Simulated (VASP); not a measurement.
**CoSi (WC type): relaxation of shape and atoms at fixed volume with PBE**

CoSi (WC type):

```
CELL_PARAMETERS angstrom
2.75722 0.00000 0.00000
-1.37861 2.38782 0.00000
0.00000 0.00000 2.08759
ATOMIC_POSITIONS crystal
Co 0.00000 0.00000 0.00000
Si 0.33333 0.66667 0.50000
```

```yaml
Program: VASP 6.6.1
Task: relaxation of shape and atoms at fixed volume
Functional: PBE
Potentials_or_basis: VASP PAW PBE potentials, release 64 (Co, Si)
Cutoff: 600 eV
k_mesh: 16 × 16 × 14
Occupations: fermi-dirac, width 0.05 eV
Spin: no spin polarisation
Dipole_correction: no
Further_INCAR_settings: ALGO = Normal; EDIFF = 1e-07; IBRION = 2; EDIFFG = -0.005; NSW = 50; ISIF = 4
```

```
Energy gained by relaxing : 1561.2 meV/atom
Ionic steps               : 10
Pressure after relaxing   : 288.9 GPa
Band gap on the k mesh    : zero (an odd number of electrons rules out a gap without spin polarisation)
```

Step by step:
| step | energy change (eV) | largest force (eV/Å) | pressure (GPa) | volume (Å³) |
| --- | --- | --- | --- | --- |
| 1 | 0.0000 | 0.0000 | 398.02 | 13.74 |
| 2 | -1.1082 | 0.0000 | 350.93 | 13.74 |
| 3 | -0.7274 | 0.0000 | 303.61 | 13.74 |
| 4 | -2.2665 | 0.0000 | 320.55 | 13.74 |
| 5 | -3.0809 | 0.0000 | 285.24 | 13.74 |
| 6 | -3.1178 | 0.0000 | 290.38 | 13.74 |
| 7 | -3.1223 | 0.0000 | 289.04 | 13.74 |
| 8 | -3.1196 | 0.0000 | 287.81 | 13.74 |
| 9 | -3.1179 | 0.0000 | 290.37 | 13.74 |
| 10 | -3.1223 | 0.0000 | 288.87 | 13.74 |

Final structure:
```cif
data_structure
_symmetry_space_group_name_H-M 'P 1'
_symmetry_Int_Tables_number 1
_cell_length_a 2.2254
_cell_length_b 2.2254
_cell_length_c 3.2045
_cell_angle_alpha 90.000
_cell_angle_beta 90.000
_cell_angle_gamma 120.000
_cell_volume 13.74
loop_
_atom_site_label
_atom_site_type_symbol
_atom_site_fract_x
_atom_site_fract_y
_atom_site_fract_z
_atom_site_occupancy
Co1 Co 0.00000 0.00000 0.00000 1
Si1 Si 0.33333 0.66667 0.50000 1
```

Levels at points of the mesh, in eV from the Fermi level:
```csv
k point,band 5,band 6,band 7,band 8,band 9,band 10
"(0.00, 0.00, 0.00)",-3.46,-1.82,-1.82,4.07,14.25,14.25
"(0.50, 0.00, 0.00)",-2.82,0.19,1.63,3.67,6.13,8.26
"(0.00, 0.00, 0.50)",-3.44,-2.10,-2.10,9.56,15.57,15.57
"(0.50, 0.00, 0.50)",-3.30,-3.23,0.19,1.18,5.48,10.32
```

Run time: 120 s on 1 thread of Intel(R) Xeon(R) Platinum 8488C (Sapphire Rapids), with other jobs on the host, peak memory 0.18 GiB.

Caveat: a cell axis changed by over 15 % at a fixed basis, so the end point is rough; the run has no spin polarisation, though such a crystal can be magnetic. Spin polarisation is off, so any magnetic state and its effect on volume and gap are missing.
